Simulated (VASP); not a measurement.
Wanted: the native input for a VASP 6.6.1 run.

| Property | Result |
| --- | --- |
| Task | relaxation of cell and atoms |
| Functional | PBE |
| Potentials or basis | VASP PAW PBE potentials, release 64 (Mg) |
| Cutoff | 600 eV |
| k mesh | 18 × 18 × 18 |
| Occupations | fermi-dirac, width 0.1 eV |
| Spin | no spin polarisation |
| Target pressure | 94 GPa |
| Dipole correction | no |
| Further INCAR settings | ALGO = Normal; EDIFF = 1e-07; IBRION = 2; EDIFFG = -0.005; NSW = 32; ISIF = 3 |

The structure of Mg lies in POSCAR:

```
Mg
1.0
    0.0000000000      1.7916987739      1.7916987739
    1.7916987739      0.0000000000      1.7916987739
    1.7916987739      1.7916987739      0.0000000000
Mg
1
Direct
    0.0000000000      0.0000000000      0.0000000000
```

This isn't the form of Mg at room conditions, which is hcp.

These files were run (other wordings do the same):

INCAR

```
SYSTEM = Mg
  PREC = Accurate
  ENCUT = 600
  EDIFF = 1E-7
  ISMEAR = -1
  SIGMA = 0.1
  LREAL = .False.
  LASPH = .True.
  NELM = 100
  ALGO = Normal
  ISIF = 3
  LWAVE = .False.
  LCHARG = .False.
  GGA = PE
  IBRION = 2
  NSW = 32
  EDIFFG = -0.005
  PSTRESS = 940.0
```

KPOINTS

```
Automatic mesh
0
Gamma
  18 18 18
  0 0 0
```

Potentials or basis: VASP PAW PBE potentials, release 64 (Mg).

The run is started by

```bash
$ cat potpaw_PBE.64/Mg/POTCAR > POTCAR
$ mpirun -np 1 vasp_std > vasp.out
```

It gave:

```
Relaxed volume                                             : 11.57 Å³/atom
Relaxed cell                                               : a = 2.538 Å, b = 2.538 Å, c = 2.538 Å, α = 60.00°, β = 60.00°, γ = 60.00°
Space group after relaxing (to 0.1 Å)                      : Fm-3m (No. 225)
Energy change on relaxing (the run minimises the enthalpy) : -37.3 meV/atom
Ionic steps                                                : 3
Pressure after relaxing                                    : 94.0 GPa
Band gap on the k mesh                                     : zero (bands 1 and 2 overlap by 2.88 eV)
```

Caveat: the cell is relaxed towards a set pressure, so the run minimises the enthalpy, not the energy.

It took 27 s on 1 thread of Intel Xeon 8259CL, on a shared host, peak memory 0.14 GiB.
